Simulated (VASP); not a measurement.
Set up this calculation in VASP 6.6.1, as the native input.

| Item | Value |
| --- | --- |
| Task | single point |
| Functional | PBEsol |
| Potentials or basis | VASP PAW PBE potentials, release 64 (Sb) |
| Cutoff | 520 eV |
| k mesh | 14 × 14 × 14 |
| Occupations | gaussian, width 0.1 eV |
| Spin | no spin polarisation |
| Dipole correction | no |
| Further INCAR settings | ALGO = Normal; EDIFF = 1e-06; NBANDS = 8 |

The structure of Sb lies in POSCAR:

```
Sb
1.0
    3.1600000000      0.0000000000      0.0000000000
    0.0000000000      3.1600000000      0.0000000000
    0.0000000000      0.0000000000      3.1600000000
Sb
1
Direct
    0.0000000000      0.0000000000      0.0000000000
```

One way to write it, as run:

INCAR

```
SYSTEM = Sb
ALGO = Normal ; EDIFF = 1E-6
ENCUT = 520 ; GGA = PS
ISIF = 2 ; ISMEAR = 0
LASPH = .True. ; LCHARG = .False.
LREAL = .False. ; LWAVE = .False.
NBANDS = 8 ; NELM = 100
PREC = Accurate ; SIGMA = 0.1
```

KPOINTS

```
k-points
0
Gamma
  14 14 14
  0 0 0
```

Potentials or basis: VASP PAW PBE potentials, release 64 (Sb).

Run with:

```bash
$ cat potpaw_PBE.64/Sb/POTCAR > POTCAR
$ mpirun -np 1 vasp_std > vasp.out
```

Results of the run:

```yaml
Pressure: -4.7 GPa
```

Caveat: the PAW data sets were made with another functional, which shifts forces and pressure a little.

Run time: 7.3 s on 1 thread of Intel(R) Xeon(R) Platinum 8559C (Emerald Rapids), on a shared host, peak memory 0.15 GiB.
